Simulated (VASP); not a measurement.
# InSb (F-43m) in VASP: further runs

Runs on InSb. Level: PBEsol. Tasks: single point, relaxation of cell and atoms.

Everything below comes from runs of VASP 6.6.1. Logs are shortened: lines on timing, memory, paths and dates and some standing lists are left out, and cuts for length are marked.

## 1. The cell of the first run

Symmetry: F-43m, No. 216, cubic system. The conventional cell has a = 6.584 Å, b = 6.584 Å, c = 6.584 Å, α = 90.00°, β = 90.00°, γ = 90.00°. In (site symmetry -43m) has 4 Sb at 2.85 Å within 3.8 Å. Sb (site symmetry -43m) has 4 In at 2.85 Å within 3.8 Å.

## 2. Single point, PBEsol (35.68 Å³/atom)

Input file INCAR:

```
  ALGO = Normal
  EDIFF = 1E-7
  ENCUT = 520
  GGA = PS
  ISIF = 2
  ISMEAR = 0
  LASPH = True
  LCHARG = False
  LREAL = False
  LWAVE = False
  NBANDS = 16
  NELM = 60
  PREC = Accurate
  SIGMA = 0.1
```

Input file KPOINTS:

```
k-points
0
Gamma
  12 12 12
```

Input file POSCAR:

```
InSb
1.0
    0.0000000000      3.2922076824      3.2922076824
    3.2922076824      0.0000000000      3.2922076824
    3.2922076824      3.2922076824      0.0000000000
In Sb
1 1
Direct
    0.0000000000      0.0000000000      0.0000000000
    0.2500000000      0.2500000000      0.2500000000
```

Potentials or basis: VASP PAW PBE potentials, release 64 (In_d, Sb).

Run with:

```
$ cat potpaw_PBE.64/In_d/POTCAR potpaw_PBE.64/Sb/POTCAR > POTCAR
$ mpirun -np 1 vasp_std > vasp.out
```

OUTCAR:

```text
EDIFF = 1E-7
   ENCUT = 520
   GGA = PS
   ISIF = 2
   ISMEAR = 0
   LASPH = True
   LREAL = False
   NELM = 60
   PREC = Accurate

 ion  position               nearest neighbor table
   1  0.000  0.000  0.000-   2 2.85   2 2.85   2 2.85   2 2.85
   2  0.250  0.250  0.250-   1 2.85   1 2.85   1 2.85   1 2.85

  LATTYP: Found a face centered cubic cell.
 ALAT       =     6.5844153648

  Lattice vectors:

 A1 = (   0.0000000000,   3.2922076824,   3.2922076824)
 A2 = (   3.2922076824,   0.0000000000,   3.2922076824)
 A3 = (   3.2922076824,   3.2922076824,   0.0000000000)

Analysis of symmetry for initial positions (statically):
=====================================================================
 Subroutine PRICEL returns:
 Original cell was already a primitive cell.

 Routine SETGRP: Setting up the symmetry group for a
 face centered cubic supercell.

 Subroutine GETGRP returns: Found 24 space group operations
 (whereof 24 operations were pure point group operations)
 out of a pool of 48 trial point group operations.

The static configuration has the point symmetry T_d .

Analysis of symmetry for dynamics (positions and initial velocities):
=====================================================================
 Subroutine PRICEL returns:
 Original cell was already a primitive cell.

 Routine SETGRP: Setting up the symmetry group for a
 face centered cubic supercell.

 Subroutine GETGRP returns: Found 24 space group operations
 (whereof 24 operations were pure point group operations)
 out of a pool of 48 trial point group operations.

The dynamic configuration has the point symmetry T_d .

 Subroutine INISYM returns: Found 24 space group operations
 (whereof 24 operations are pure point group operations),
 and found     1 'primitive' translations

----------------------------------------------------------------------------------------

                                     Primitive cell

  volume of cell :      71.3661

  direct lattice vectors                    reciprocal lattice vectors
     0.000000000  3.292207682  3.292207682    -0.151873772  0.151873772  0.151873772
     3.292207682  0.000000000  3.292207682     0.151873772 -0.151873772  0.151873772
     3.292207682  3.292207682  0.000000000     0.151873772  0.151873772 -0.151873772

  length of vectors
     4.655884755  4.655884755  4.655884755     0.263053090  0.263053090  0.263053090

  position of ions in fractional coordinates (direct lattice)
     0.000000000  0.000000000  0.000000000
     0.250000000  0.250000000  0.250000000

  ion indices of the primitive-cell ions
   primitive index   ion index
                 1           1
                 2           2

----------------------------------------------------------------------------------------

 KPOINTS: k-points

Automatic generation of k-mesh.
 Grid dimensions read from file:
 generate k-points for:   12   12   12

 Generating k-lattice:

  Cartesian coordinates                     Fractional coordinates (reciprocal lattice)
    -0.012656148  0.012656148  0.012656148     0.083333333  0.000000000  0.000000000
     0.012656148 -0.012656148  0.012656148     0.000000000  0.083333333  0.000000000
     0.012656148  0.012656148 -0.012656148     0.000000000  0.000000000  0.083333333

  Length of vectors
     0.021921091  0.021921091  0.021921091

  Shift w.r.t. Gamma in fractional coordinates (k-lattice)
     0.000000000  0.000000000  0.000000000

 Subroutine IBZKPT returns following result:
 ===========================================

 Found     72 irreducible k-points:

 Following reciprocal coordinates:
            Coordinates               Weight
  0.000000  0.000000  0.000000      1.000000
  0.083333  0.000000  0.000000      8.000000
  0.166667  0.000000  0.000000      8.000000
  0.250000  0.000000  0.000000      8.000000
  0.333333  0.000000  0.000000      8.000000
  0.416667  0.000000  0.000000      8.000000
[... 16 lines left out ...]
  0.500000  0.166667  0.000000     24.000000
 -0.416667  0.166667  0.000000     24.000000
 [... further k-points ...]
   k-points           NKPTS =     72   k-points in BZ     NKDIM =     72   number of bands    NBANDS=     16
   number of dos      NEDOS =    301   number of ions     NIONS =      2
   total plane-waves  NPLWV =  46656
   dimension x,y,z NGX =    36 NGY =   36 NGZ =   36
   dimension x,y,z NGXF=    72 NGYF=   72 NGZF=   72
   ions per type =               1   1
   NGX,Y,Z   is equivalent  to a cutoff of  12.85, 12.85, 12.85 a.u.
   NGXF,Y,Z  is equivalent  to a cutoff of  25.71, 25.71, 25.71 a.u.
 SYSTEM =  unknown system
   PREC   = accura    normal or accurate (medium, high low for compatibility)
   ISTART =      0    job   : 0-new  1-cont  2-samecut
   ICHARG =      2    charge: 1-file 2-atom 10-const
   ISPIN  =      1    spin polarized calculation?
   LNONCOLLINEAR =      F non collinear calculations
   LSORBIT =      F    spin-orbit coupling
   LASPH  =      T    aspherical Exc in radial PAW
   ENCUT  =  520.0 eV  38.22 Ry    6.18 a.u.   8.66  8.66  8.66*2*pi/ulx,y,z
   NELM   =     60;   NELMIN=  2; NELMDL= -5     # of ELM steps
   EDIFF  = 0.1E-06   stopping-criterion for ELM
   LREAL  =      F    real-space projection
   EDIFFG = 0.1E-05   stopping-criterion for IOM
   NSW    =      0    number of steps for IOM
   IBRION =     -1    ionic relax: 0-MD 1-quasi-New 2-CG
   NFREE  =      0    steps in history (QN), initial steepest desc. (CG)
   ISIF   =      2    stress and relaxation
   ISYM   =      2    0-nonsym 1-usesym 2-fastsym
   POTIM  = 0.5000    time-step for ionic-motion
   TEBEG  =    0.0;   TEEND  =   0.0 temperature during run
   PSTRESS=    0.0 pullay stress
   NELECT =      18.0000    total number of electrons
   NUPDOWN=      -1.0000    fix difference up-down
   EMIN   =  10.00;   EMAX   =-10.00  energy-range for DOS
   EFERMI =   0.00;   METHOD = LEGACY
   ISMEAR =     0;   SIGMA  =   0.10  broadening in eV -4-tet -1-fermi 0-gaus
   EFERMI_NEDOS =   21; number of points for ismear=-14 and -15
   IALGO  =     38    algorithm
   IMIX   =      4    mixing-type and parameters
     AMIX     =   0.40;   BMIX     =  1.00
     AMIX_MAG =   1.60;   BMIX_MAG =  1.00
  volume/ion in A,a.u.               =      35.68       240.80
  Fermi-wavevector in a.u.,A,eV,Ry     =   1.034352  1.954642 14.556662  1.069884
  Thomas-Fermi vector in A             =   2.168643
   LORBIT       =      0    0 simple, 1 ext, 2 COOP (PROOUT), +10 PAW based schemes
   GGA     = PS    functional components
   LHFCALC =     F    Hartree Fock is set to
   AEXX    =    0.0000 exact exchange contribution
   IVDW    =     0    specifies the selected vdW correction
   LEPSILON=     F    determine dielectric tensor
   LRPA    =     F    only Hartree local field effects (RPA)
 non-spin polarized calculation
 Gauss-broadening in eV      SIGMA  =   0.10
  energy-cutoff  :      520.00
  volume of cell :       71.37
 maximum number of plane-waves:      1948
   NGX = 17   NGY = 17   NGZ = 17

 number of electron      18.0000003 magnetization

 Free energy of the ion-electron system (eV)
  ---------------------------------------------------
  ext. energy  EPLUGINS =         0.00000000
  ---------------------------------------------------
  free energy    TOTEN  =        -7.69326539 eV

  energy without entropy =       -7.69311440  energy(sigma->0) =       -7.69318990

 E-fermi :   4.5233     XC(G=0):  -8.6642

 val. band max:        4.4643885382   @ k =   0.0000   0.0000   0.0000
 cond. band min:       4.8552358421   @ k =   0.5000   0.0000   0.0000
 fundamental gap:      0.3908473039
 Fermi energy:         4.5233079013

 k-point     1 :       0.0000    0.0000    0.0000
  band No.  band energies     occupation
      1      -9.9782      2.00000
      2      -9.9782      2.00000
      3      -9.9782      2.00000
      4      -9.9045      2.00000
      5      -9.9045      2.00000
      6      -5.9864      2.00000
[... 8 lines left out ...]
     15      12.6497      0.00000
     16      12.6497      0.00000

 k-point     2 :       0.0833    0.0000    0.0000
  band No.  band energies     occupation
      1      -9.9809      2.00000
      2      -9.9769      2.00000
      3      -9.9769      2.00000
      4      -9.9046      2.00000
      5      -9.9046      2.00000
      6      -5.9272      2.00000
[... 8 lines left out ...]
     15      12.1336      0.00000
     16      12.1336      0.00000

 k-point     3 :       0.1667    0.0000    0.0000
  band No.  band energies     occupation
      1      -9.9884      2.00000
      2      -9.9736      2.00000
      3      -9.9736      2.00000
      4      -9.9047      2.00000
      5      -9.9047      2.00000
      6      -5.7543      2.00000
[... 8 lines left out ...]
     15      11.7089      0.00000
     16      11.7089      0.00000

 k-point     4 :       0.2500    0.0000    0.0000
  band No.  band energies     occupation
      1      -9.9984      2.00000
      2      -9.9694      2.00000
      3      -9.9694      2.00000
      4      -9.9046      2.00000
      5      -9.9046      2.00000
      6      -5.4850      2.00000
[... 8 lines left out ...]
     15      11.6736      0.00000
     16      11.6736      0.00000

 k-point     5 :       0.3333    0.0000    0.0000
  band No.  band energies     occupation
      1     -10.0084      2.00000
      2      -9.9655      2.00000
      3      -9.9655      2.00000
      4      -9.9040      2.00000
      5      -9.9040      2.00000
      6      -5.1590      2.00000
[... 8 lines left out ...]
     15      12.0931      0.00000
     16      12.0931      0.00000

 k-point     6 :       0.4167    0.0000    0.0000
  band No.  band energies     occupation
      1     -10.0156      2.00000
      2      -9.9630      2.00000
      3      -9.9630      2.00000
      4      -9.9033      2.00000
      5      -9.9033      2.00000
      6      -4.8611      2.00000
[... 8 lines left out ...]
     15      12.8566      0.00000
     16      12.8566      0.00000
[... 267 lines left out ...]
 k-point    21 :       0.3333    0.1667    0.0000
  band No.  band energies     occupation
      1     -10.0134      2.00000
      2      -9.9620      2.00000
      3      -9.9604      2.00000
      4      -9.9098      2.00000
      5      -9.9012      2.00000
      6      -5.1881      2.00000
[... 8 lines left out ...]
     15      12.6044      0.00000
     16      13.0252      0.00000

 k-point    22 :       0.4167    0.1667    0.0000
  band No.  band energies     occupation
      1     -10.0199      2.00000
      2      -9.9598      2.00000
      3      -9.9575      2.00000
      4      -9.9091      2.00000
      5      -9.9011      2.00000
      6      -4.8723      2.00000
[... 8 lines left out ...]
     15      12.8350      0.00000
     16      13.5555      0.00000

 k-point    23 :       0.5000    0.1667    0.0000
  band No.  band energies     occupation
      1     -10.0233      2.00000
      2      -9.9588      2.00000
      3      -9.9564      2.00000
      4      -9.9075      2.00000
      5      -9.9018      2.00000
      6      -4.6278      2.00000
[... 8 lines left out ...]
     15      13.2048      0.00000
     16      13.5739      0.00000

 k-point    24 :      -0.4167    0.1667    0.0000
  band No.  band energies     occupation
      1     -10.0230      2.00000
      2      -9.9588      2.00000
      3      -9.9572      2.00000
      4      -9.9056      2.00000
      5      -9.9034      2.00000
      6      -4.5897      2.00000
[... 8 lines left out ...]
     15      12.5778      0.00000
     16      12.8343      0.00000

 [... further k-points ...]
[... 5 lines left out ...]
  --------------------------------------------------------------------------------------
  -------------------------------------------------------------------------------------
  Total       -0.5275480     -0.5275480     -0.5275480      0.0000000      0.0000000     -0.0000000
  in kB      -11.8435235    -11.8435235    -11.8435235      0.0000000      0.0000000     -0.0000000
  external PRESSURE =     -11.8435235 kB  Pullay stress =       0.0000000 kB

 VOLUME and BASIS-vectors are now :
 -----------------------------------------------------------------------------
  energy-cutoff  :      520.00
  volume of cell :       71.37
      direct lattice vectors                 reciprocal lattice vectors
     0.000000000  3.292207682  3.292207682    -0.151873772  0.151873772  0.151873772
     3.292207682  0.000000000  3.292207682     0.151873772 -0.151873772  0.151873772
     3.292207682  3.292207682  0.000000000     0.151873772  0.151873772 -0.151873772

 POSITION                                       TOTAL-FORCE (eV/Angst)
 -----------------------------------------------------------------------------------
      0.00000      0.00000      0.00000        -0.000000     -0.000000     -0.000000
      1.64610      1.64610      1.64610         0.000000      0.000000      0.000000
 -----------------------------------------------------------------------------------
    total drift:                               -0.000000     -0.000000     -0.000000

  FREE ENERGIE OF THE ION-ELECTRON SYSTEM (eV)
  ---------------------------------------------------
  free  energy   TOTEN  =        -7.6932653929 eV

  energy  without entropy=       -7.6931144019  energy(sigma->0) =       -7.69318990
```

Wall time 84 s (1 thread of Intel Xeon 8259CL, shared host); peak memory 0.26 GiB.

Results:

```
Free energy            : -7.6933 eV
Pressure               : -1.2 GPa
Band gap on the k mesh : zero (filled and empty bands touch)
```

Caveat: semilocal functionals underestimate gaps, so a narrow gap can read as zero; the PAW data sets were made with another functional, which shifts forces and pressure a little; spin-orbit coupling is left out, which moves the levels of the heavy elements.

## 3. Single point, PBEsol (36.72 Å³/atom)

This run uses another cell than the first one, of 36.72 Å³/atom.

Input file INCAR:

```
SYSTEM = InSb
PREC = Accurate
ENCUT = 520
EDIFF = 1E-6
ISMEAR = 0
SIGMA = 0.1
LREAL = .FALSE.
LASPH = .TRUE.
NELM = 100
ALGO = Normal
ISIF = 2
LWAVE = .FALSE.
LCHARG = .FALSE.
GGA = PS
NBANDS = 16
```

Input file KPOINTS:

```
regular mesh
0
G
  12 12 12
  0 0 0
```

Input file POSCAR:

```
InSb
1.0
    0.0000000000      3.3238654676      3.3238654676
    3.3238654676      0.0000000000      3.3238654676
    3.3238654676      3.3238654676      0.0000000000
In Sb
1 1
Direct
    0.0000000000      0.0000000000      0.0000000000
    0.2500000000      0.2500000000      0.2500000000
```

Potentials or basis: VASP PAW PBE potentials, release 64 (In_d, Sb).

Run with:

```
$ cat potpaw_PBE.64/In_d/POTCAR potpaw_PBE.64/Sb/POTCAR > POTCAR
$ mpirun -np 1 vasp_std > vasp.out
```

Run time: 92 s. Hardware: 1 thread of Intel Xeon 8259CL, shared host; peak memory 0.26 GiB.

It converged, with:

```
Free energy            : -7.6717 eV
Pressure               : -2.2 GPa
Band gap on the k mesh : zero (filled and empty bands touch)
```

Levels at points of the mesh, in eV from the Fermi level:
```
           k point  band 7  band 8  band 9  band 10  band 11  band 12
(0.00, 0.00, 0.00)   -0.75   -0.06   -0.06    -0.06     2.88     2.88
(0.50, 0.00, 0.00)   -5.38   -0.96   -0.96     0.28     3.70     3.70
(0.50, 0.50, 0.00)   -5.69   -2.10   -2.10     1.24     1.32     7.61
```

Caveat: semilocal functionals underestimate gaps, so a narrow gap can read as zero; the PAW data sets were made with another functional, which shifts forces and pressure a little; spin-orbit coupling is left out, which moves the levels of the heavy elements.

## 4. Single point, PBEsol (38.11 Å³/atom)

This run uses another cell than the first one, of 38.11 Å³/atom.

INCAR: that of step 3 with these lines changed.

```diff
@@ -8,3 +8,3 @@
 LASPH = .TRUE.
-NELM = 100
+NELM = 60
 ALGO = Normal
```

KPOINTS is that of step 3.

Input file POSCAR:

```
InSb
1.0
    0.0000000000      3.3651599442      3.3651599442
    3.3651599442      0.0000000000      3.3651599442
    3.3651599442      3.3651599442      0.0000000000
In Sb
1 1
Direct
    0.0000000000      0.0000000000      0.0000000000
    0.2500000000      0.2500000000      0.2500000000
```

Run with:

```
$ cat potpaw_PBE.64/In_d/POTCAR potpaw_PBE.64/Sb/POTCAR > POTCAR
$ mpirun -np 1 vasp_std > vasp.out
```

Run time: 83 s. Hardware: 1 thread of Intel Xeon 8259CL, shared host; peak memory 0.26 GiB.

The run converged. Its results:

```yaml
Free_energy: -7.6250 eV
Pressure: -3.2 GPa
Band_gap_on_the_k_mesh: zero (filled and empty bands touch)
```

Levels at points of the mesh, in eV from the Fermi level:
```tsv
k point	band 7	band 8	band 9	band 10	band 11	band 12
(0.00, 0.00, 0.00)	-0.95	-0.06	-0.06	-0.06	2.87	2.87
(0.50, 0.00, 0.00)	-5.23	-0.92	-0.92	0.23	3.68	3.68
(0.50, 0.50, 0.00)	-5.56	-1.99	-1.99	1.24	1.38	7.39
```

Caveat: the cell stands under tension; semilocal functionals underestimate gaps, so a narrow gap can read as zero; the PAW data sets were made with another functional, which shifts forces and pressure a little; spin-orbit coupling is left out, which moves the levels of the heavy elements.

## 5. Relaxation of cell and atoms, PBEsol

This run uses another cell than the first one, of 33.98 Å³/atom.

Input file INCAR:

```
SYSTEM = InSb
PREC = Accurate
ENCUT = 600
EDIFF = 1E-6
ISMEAR = 0
SIGMA = 0.1
LREAL = .False.
LASPH = .True.
NELM = 100
ALGO = Normal
ISIF = 3
LWAVE = .False.
LCHARG = .False.
GGA = PS
IBRION = 2
NSW = 100
EDIFFG = -0.005
```

Input file KPOINTS:

```
regular mesh
0
Gamma
  12 12 12
  0 0 0
```

Input file POSCAR:

```
InSb
1.0
    0.0000000000      3.2391000000      3.2391000000
    3.2391000000      0.0000000000      3.2391000000
    3.2391000000      3.2391000000      0.0000000000
In Sb
1 1
Direct
    0.0000000000      0.0000000000      0.0000000000
    0.2500000000      0.2500000000      0.2500000000
```

Run with:

```
$ cat potpaw_PBE.64/In_d/POTCAR potpaw_PBE.64/Sb/POTCAR > POTCAR
$ mpirun -np 1 vasp_std > vasp.out
```

It took 3.5 min on 1 thread of Intel Xeon 8259CL, shared host; peak memory 0.3 GiB.

The run converged. Its results:

```
Free energy                           : -7.7009 eV
Relaxed volume                        : 34.65 Å³/atom
Relaxed cell                          : a = 4.611 Å, b = 4.611 Å, c = 4.611 Å, α = 60.00°, β = 60.00°, γ = 60.00°
Space group after relaxing (to 0.1 Å) : F-43m (No. 216)
Energy gained by relaxing             : 1.8 meV/atom
Ionic steps                           : 3
Pressure after relaxing               : 0.0 GPa
Band gap on the k mesh                : zero (filled and empty bands touch)
```

The path:
| step | energy change (eV) | largest force (eV/Å) | pressure (GPa) | volume (Å³) |
| --- | --- | --- | --- | --- |
| 1 | 0.0000 | 0.0000 | 0.88 | 67.97 |
| 2 | -0.0031 | 0.0000 | -0.31 | 69.81 |
| 3 | -0.0036 | 0.0000 | -0.01 | 69.31 |

Final structure:
```
CELL_PARAMETERS angstrom
0.00000 3.26025 3.26025
3.26025 0.00000 3.26025
3.26025 3.26025 0.00000
ATOMIC_POSITIONS crystal
In 0.00000 0.00000 0.00000
Sb 0.25000 0.25000 0.25000
```

Levels at points of the mesh, in eV from the Fermi level:
```tsv
k point	band 5	band 6	band 7	band 8	band 9	band 10	band 11	band 12	band 13
(0.00, 0.00, 0.00)	-14.47	-10.68	-0.43	-0.06	-0.06	-0.06	2.88	2.88	2.88
(0.50, 0.00, 0.00)	-14.47	-9.36	-5.62	-1.04	-1.04	0.38	3.72	3.72	5.91
(0.50, 0.50, 0.00)	-14.47	-8.77	-5.92	-2.27	-2.27	1.22	1.24	7.95	7.95
```

Caveat: semilocal functionals underestimate gaps, so a narrow gap can read as zero; the PAW data sets were made with another functional, which shifts forces and pressure a little; spin-orbit coupling is left out, which moves the levels of the heavy elements. Zero-point motion and thermal expansion aren't in these numbers.

## 6. The runs side by side

```csv
task,cell,cutoff (eV),gap on the mesh (eV),pressure (GPa)
single point,"a = 4.656 Å, angles 60.0°, 2 atoms",520,none,-1.2
single point,"a = 4.701 Å, angles 60.0°, 2 atoms",520,none,-2.2
single point,"a = 4.759 Å, angles 60.0°, 2 atoms",520,none,-3.2
relaxation of cell and atoms,"relaxed from a = 4.581 Å, angles 60.0°, 2 atoms",600,none,0.0
```

Alike in all rows: level PBEsol; potentials or basis VASP PAW PBE potentials, release 64 (In_d, Sb); no spin polarisation; k mesh 12 × 12 × 12; smearing gaussian 0.1 eV.

Caveats: semilocal functionals underestimate gaps, so a narrow gap can read as zero; the PAW data sets were made with another functional, which shifts forces and pressure a little; spin-orbit coupling is left out, which moves the levels of the heavy elements; the cell stands under tension (at least some runs).

Absolute energies hang on the potentials; compare differences alone.
